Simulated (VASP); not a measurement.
# Fe (P6_3/mmc) in VASP: further runs

Runs on Fe. Level: PBE. Tasks: electric field gradients.

Program: VASP 6.6.1. These are calculated values, not measurements. Logs are shortened: lines on timing, memory, paths and dates and some standing lists are left out, and cuts for length are marked.

### Step 1. The cell of the first run

The structure is hexagonal, space group P6_3/mmc (No. 194). The conventional cell has a = 2.434 Å, b = 2.434 Å, c = 3.727 Å, α = 90.00°, β = 90.00°, γ = 120.00°. Fe (site symmetry -6m2) has 12 Fe at 2.33 to 2.43 Å within 3.1 Å.

This isn't the form of Fe at room conditions, which is bcc.

### Step 2. Electric field gradients, PBE (zz strain of -3 %)

INCAR reads:

```
PREC = Accurate
ENCUT = 520
EDIFF = 1E-8
ISMEAR = -1
SIGMA = 0.08
LREAL = False
LASPH = True
NELM = 120
ALGO = Normal
ISIF = 2
LWAVE = False
LCHARG = False
GGA = PE
LEFG = True
NBANDS = 15
GGA_COMPAT = False
```

KPOINTS reads:

```
regular mesh
0
Gamma
  17 17 10
```

POSCAR reads:

```
Fe
1.0
    2.4341575853      0.0000000000      0.0000000000
   -1.2170787927      2.1080423057      0.0000000000
    0.0000000000      0.0000000000      3.7266764359
Fe
2
Direct
    0.3333333333      0.6666666667      0.2500000000
    0.6666666667      0.3333333333      0.7500000000
```

Potentials or basis: VASP PAW PBE potentials, release 64 (Fe).

On the command line:

```
$ cat potpaw_PBE.64/Fe/POTCAR > POTCAR
$ mpirun -np 1 vasp_std > vasp.out
```

OUTCAR:

```text
PREC = Accurate
   ENCUT = 520
   EDIFF = 1E-8
   ISMEAR = -1
   LREAL = False
   LASPH = True
   NELM = 120
   ISIF = 2
   GGA = PE

 ion  position               nearest neighbor table
   1  0.333  0.667  0.250-   2 2.33   2 2.33   2 2.33   2 2.33   2 2.33   2 2.33
   2  0.667  0.333  0.750-   1 2.33   1 2.33   1 2.33   1 2.33   1 2.33   1 2.33

  LATTYP: Found a hexagonal cell.
 ALAT       =     2.4341575853
 C/A-ratio  =     1.5309922654

  Lattice vectors:

 A1 = (   2.4341575853,   0.0000000000,   0.0000000000)
 A2 = (  -1.2170787927,   2.1080423057,   0.0000000000)
 A3 = (   0.0000000000,   0.0000000000,   3.7266764359)

Analysis of symmetry for initial positions (statically):
=====================================================================
 Subroutine PRICEL returns:
 Original cell was already a primitive cell.

 Routine SETGRP: Setting up the symmetry group for a
 hexagonal supercell.

 Subroutine GETGRP returns: Found 24 space group operations
 (whereof 12 operations were pure point group operations)
 out of a pool of 24 trial point group operations.

The static configuration has the point symmetry D_3d.
 The point group associated with its full space group is D_6h.

Analysis of symmetry for dynamics (positions and initial velocities):
=====================================================================
 Subroutine PRICEL returns:
 Original cell was already a primitive cell.

 Routine SETGRP: Setting up the symmetry group for a
 hexagonal supercell.

 Subroutine GETGRP returns: Found 24 space group operations
 (whereof 12 operations were pure point group operations)
 out of a pool of 24 trial point group operations.

The dynamic configuration has the point symmetry D_3d.
 The point group associated with its full space group is D_6h.

 Subroutine INISYM returns: Found 24 space group operations
 (whereof 12 operations are pure point group operations),
 and found     1 'primitive' translations

----------------------------------------------------------------------------------------

                                     Primitive cell

  volume of cell :      19.1227

  direct lattice vectors                    reciprocal lattice vectors
     2.434157585  0.000000000  0.000000000     0.410819746  0.237186891  0.000000000
    -1.217078793  2.108042306  0.000000000     0.000000000  0.474373781  0.000000000
     0.000000000  0.000000000  3.726676436     0.000000000  0.000000000  0.268335611

  length of vectors
     2.434157585  2.434157585  3.726676436     0.474373781  0.474373781  0.268335611

  position of ions in fractional coordinates (direct lattice)
     0.333333333  0.666666667  0.250000000
     0.666666667  0.333333333  0.750000000

  ion indices of the primitive-cell ions
   primitive index   ion index
                 1           1
                 2           2

----------------------------------------------------------------------------------------

 KPOINTS: regular mesh

Automatic generation of k-mesh.
 Grid dimensions read from file:
 generate k-points for:   17   17   10

 Generating k-lattice:

  Cartesian coordinates                     Fractional coordinates (reciprocal lattice)
     0.024165867  0.013952170  0.000000000     0.058823529  0.000000000  0.000000000
     0.000000000  0.027904340  0.000000000     0.000000000  0.058823529  0.000000000
     0.000000000  0.000000000  0.026833561     0.000000000  0.000000000  0.100000000

  Length of vectors
     0.027904340  0.027904340  0.026833561

  Shift w.r.t. Gamma in fractional coordinates (k-lattice)
     0.000000000  0.000000000  0.000000000

 Subroutine IBZKPT returns following result:
 ===========================================

 Found    198 irreducible k-points:

 Following reciprocal coordinates:
            Coordinates               Weight
  0.000000  0.000000  0.000000      1.000000
  0.058824  0.000000  0.000000      6.000000
  0.117647 -0.000000  0.000000      6.000000
  0.176471  0.000000  0.000000      6.000000
  0.235294 -0.000000  0.000000      6.000000
  0.294118 -0.000000  0.000000      6.000000
[... 16 lines left out ...]
  0.411765  0.117647  0.000000     12.000000
  0.176471  0.176471  0.000000      6.000000
 [... further k-points ...]
   k-points           NKPTS =    198   k-points in BZ     NKDIM =    198   number of bands    NBANDS=     15
   number of dos      NEDOS =    301   number of ions     NIONS =      2
   total plane-waves  NPLWV =   9072
   dimension x,y,z NGX =    18 NGY =   18 NGZ =   28
   dimension x,y,z NGXF=    36 NGYF=   36 NGZF=   56
   ions per type =               2
   NGX,Y,Z   is equivalent  to a cutoff of  12.29, 12.29, 12.49 a.u.
   NGXF,Y,Z  is equivalent  to a cutoff of  24.59, 24.59, 24.98 a.u.
 SYSTEM =  unknown system
   PREC   = accura    normal or accurate (medium, high low for compatibility)
   ISTART =      0    job   : 0-new  1-cont  2-samecut
   ICHARG =      2    charge: 1-file 2-atom 10-const
   ISPIN  =      1    spin polarized calculation?
   LNONCOLLINEAR =      F non collinear calculations
   LSORBIT =      F    spin-orbit coupling
   LASPH  =      T    aspherical Exc in radial PAW
   ENCUT  =  520.0 eV  38.22 Ry    6.18 a.u.   4.53  4.53  6.93*2*pi/ulx,y,z
   NELM   =    120;   NELMIN=  2; NELMDL= -5     # of ELM steps
   EDIFF  = 0.1E-07   stopping-criterion for ELM
   LREAL  =      F    real-space projection
   EDIFFG = 0.1E-06   stopping-criterion for IOM
   NSW    =      0    number of steps for IOM
   IBRION =     -1    ionic relax: 0-MD 1-quasi-New 2-CG
   NFREE  =      0    steps in history (QN), initial steepest desc. (CG)
   ISIF   =      2    stress and relaxation
   ISYM   =      2    0-nonsym 1-usesym 2-fastsym
   POTIM  = 0.5000    time-step for ionic-motion
   TEBEG  =    0.0;   TEEND  =   0.0 temperature during run
   PSTRESS=    0.0 pullay stress
   NELECT =      16.0000    total number of electrons
   NUPDOWN=      -1.0000    fix difference up-down
   EMIN   =  10.00;   EMAX   =-10.00  energy-range for DOS
   EFERMI =   0.00;   METHOD = LEGACY
   ISMEAR =    -1;   SIGMA  =   0.08  broadening in eV -4-tet -1-fermi 0-gaus
   EFERMI_NEDOS =   21; number of points for ismear=-14 and -15
   IALGO  =     38    algorithm
   IMIX   =      4    mixing-type and parameters
     AMIX     =   0.40;   BMIX     =  1.00
     AMIX_MAG =   1.60;   BMIX_MAG =  1.00
  volume/ion in A,a.u.               =       9.56        64.52
  Fermi-wavevector in a.u.,A,eV,Ry     =   1.542641  2.915169 32.378354  2.379742
  Thomas-Fermi vector in A             =   2.648417
   LORBIT       =      0    0 simple, 1 ext, 2 COOP (PROOUT), +10 PAW based schemes
   GGA     = PE    functional components
   LHFCALC =     F    Hartree Fock is set to
   AEXX    =    0.0000 exact exchange contribution
   IVDW    =     0    specifies the selected vdW correction
   LEPSILON=     F    determine dielectric tensor
   LRPA    =     F    only Hartree local field effects (RPA)
 non-spin polarized calculation
  energy-cutoff  :      520.00
  volume of cell :       19.12
 maximum number of plane-waves:       531
 NGX is ok and might be reduce to    18
   NGX =  9   NGY =  9   NGZ = 13

 number of electron      16.0000018 magnetization

 Free energy of the ion-electron system (eV)
  ---------------------------------------------------
  ext. energy  EPLUGINS =         0.00000000
  ---------------------------------------------------
  free energy    TOTEN  =       -16.23387147 eV

  energy without entropy =      -16.18322215  energy(sigma->0) =      -16.20854681

 E-fermi :   7.6663     XC(G=0): -14.1661

 val. band max:        7.6565676510   @ k =   0.1176   0.1176   0.3000
 cond. band min:       7.6738354116   @ k =   0.3529   0.0588   0.3000
 fundamental gap:      0.0172677606
 Fermi energy:         7.6662898682

 k-point     1 :       0.0000    0.0000    0.0000
  band No.  band energies     occupation
      1      -1.6271      2.00000
      2       2.3218      2.00000
      3       5.8153      2.00000
      4       5.8153      2.00000
      5       6.2117      2.00000
      6       6.3887      2.00000
      7       6.3887      2.00000
      8       6.5659      2.00000
      9       6.5659      2.00000
     10       8.4443      0.00012
     11       8.4443      0.00012
     12       8.6816      0.00001
     13      17.5850      0.00000
     14      29.6387      0.00000
     15      33.7502      0.00000

 k-point     2 :       0.0588    0.0000    0.0000
  band No.  band energies     occupation
      1      -1.4942      2.00000
      2       2.4054      2.00000
      3       5.6467      2.00000
      4       5.8925      2.00000
      5       6.3350      2.00000
      6       6.3645      2.00000
      7       6.4547      2.00000
      8       6.4814      2.00000
      9       6.5102      2.00000
     10       7.5449      1.64025
     11       8.4744      0.00008
     12       9.7450      0.00000
     13      17.5886      0.00000
     14      29.1918      0.00000
     15      32.1004      0.00000

 k-point     3 :       0.1176   -0.0000    0.0000
  band No.  band energies     occupation
      1      -1.1040      2.00000
      2       2.6356      2.00000
      3       5.3332      2.00000
      4       6.0806      2.00000
      5       6.1178      2.00000
      6       6.2462      2.00000
      7       6.3606      2.00000
      8       6.5967      2.00000
      9       6.6467      1.99999
     10       6.9057      1.99985
     11       8.5507      0.00003
     12      11.0268      0.00000
     13      17.6028      0.00000
     14      27.5203      0.00000
     15      30.8755      0.00000
[... 343 lines left out ...]
 k-point    23 :       0.4118    0.1176    0.0000
  band No.  band energies     occupation
      1       2.9257      2.00000
      2       3.0979      2.00000
      3       3.1946      2.00000
      4       4.9480      2.00000
      5       5.3158      2.00000
      6       6.0423      2.00000
      7       6.6580      1.99999
      8       8.4829      0.00007
      9       8.5734      0.00002
     10       8.8618      0.00000
     11      10.7137      0.00000
     12      13.3762      0.00000
     13      20.1228      0.00000
     14      20.6402      0.00000
     15      21.1245      0.00000

 k-point    24 :       0.1765    0.1765    0.0000
  band No.  band energies     occupation
      1       1.4474      2.00000
      2       3.5867      2.00000
      3       4.0696      2.00000
      4       4.1797      2.00000
      5       5.5190      2.00000
      6       6.1300      2.00000
      7       6.4268      2.00000
      8       7.2955      1.98077
      9       7.7068      0.75235
     10       8.3026      0.00070
     11       8.7559      0.00000
     12      15.7073      0.00000
     13      17.8585      0.00000
     14      21.3604      0.00000
     15      22.2706      0.00000

 [... further k-points ...]

------------------------ aborting loop because EDIFF is reached ----------------------------------------

  FORCE on cell =-STRESS in cart. coord.  units (eV):
  Direction    XX          YY          ZZ          XY          YZ          ZX
  --------------------------------------------------------------------------------------
  -------------------------------------------------------------------------------------
  Total        1.8870793      1.8870793      3.9807857     -0.0000000      0.0000000      0.0000000
  in kB      158.1069733    158.1069733    333.5259899     -0.0000000      0.0000000      0.0000000
  external PRESSURE =     216.5799788 kB  Pullay stress =       0.0000000 kB

 VOLUME and BASIS-vectors are now :
 -----------------------------------------------------------------------------
  energy-cutoff  :      520.00
  volume of cell :       19.12
      direct lattice vectors                 reciprocal lattice vectors
     2.434157585  0.000000000  0.000000000     0.410819746  0.237186891  0.000000000
    -1.217078793  2.108042306  0.000000000     0.000000000  0.474373781  0.000000000
     0.000000000  0.000000000  3.726676436     0.000000000  0.000000000  0.268335611

 POSITION                                       TOTAL-FORCE (eV/Angst)
 -----------------------------------------------------------------------------------
     -0.00000      1.40536      0.93167         0.000000     -0.000000      0.000000
      1.21708      0.70268      2.79501        -0.000000      0.000000      0.000000
 -----------------------------------------------------------------------------------
    total drift:                                0.000000     -0.000000     -0.000000

  FREE ENERGIE OF THE ION-ELECTRON SYSTEM (eV)
  ---------------------------------------------------
  free  energy   TOTEN  =       -16.2338714715 eV

  energy  without entropy=      -16.1832221502  energy(sigma->0) =      -16.20854681

 Electric field gradients (V/A^2)
---------------------------------------------------------------------
 ion       V_xx      V_yy      V_zz      V_xy      V_xz      V_yz
---------------------------------------------------------------------
   1       7.822     7.823   -15.645     0.000     0.000    -0.000
   2       7.822     7.823   -15.645     0.000    -0.000     0.000
---------------------------------------------------------------------

 Electric field gradients after diagonalization (V/A^2)
 (convention: |V_zz| > |V_xx| > |V_yy|)
----------------------------------------------------------------------
 ion       V_xx      V_yy      V_zz     asymmetry (V_yy - V_xx)/ V_zz
----------------------------------------------------------------------
   1       7.823     7.822   -15.645       0.000
   2       7.823     7.822   -15.645       0.000
----------------------------------------------------------------------

           NMR quadrupolar parameters

 Cq : quadrupolar parameter    Cq=e*Q*V_zz/h
 eta: asymmetry parameters     (V_yy - V_xx)/ V_zz
 Q  : nuclear electric quadrupole moment in mb (millibarn)
----------------------------------------------------------------------
 ion       Cq(MHz)       eta       Q (mb)
----------------------------------------------------------------------
   1      -0.038       0.000       1.000
   2      -0.038       0.000       1.000
----------------------------------------------------------------------
```

It took 32 s on 1 thread of AMD EPYC 9R45 (Zen 5), shared host; peak memory 0.13 GiB.

Results:

* Free energy: -16.2339 eV
* Pressure: 21.7 GPa
* Band gap on the k mesh: zero (bands 8 and 9 overlap by 1.98 eV)
* Largest electric field gradient by atom: Fe -15.6 V/Å²

Stress tensor (GPa, compression positive):
```
15.81  0.00  0.00
 0.00 15.81  0.00
 0.00  0.00 33.35
```

Electric field gradients, principal values (V/Å²):
```
atom  least  middle  greatest (by size)
1 Fe  7.822   7.823             -15.645
2 Fe  7.822   7.823             -15.645
```

Caveat: the cell differs from its parent crystal (zz strain of -3 %); the cell stands under pressure; without QUAD_EFG the Cq values of the log hold for a quadrupole moment of 1 mb, not for the nuclei; the run has no spin polarisation, though such a crystal can be magnetic. Spin polarisation is off, so any magnetic state and its effect on volume and gap are missing.

(Continued in part 2 of 2.)
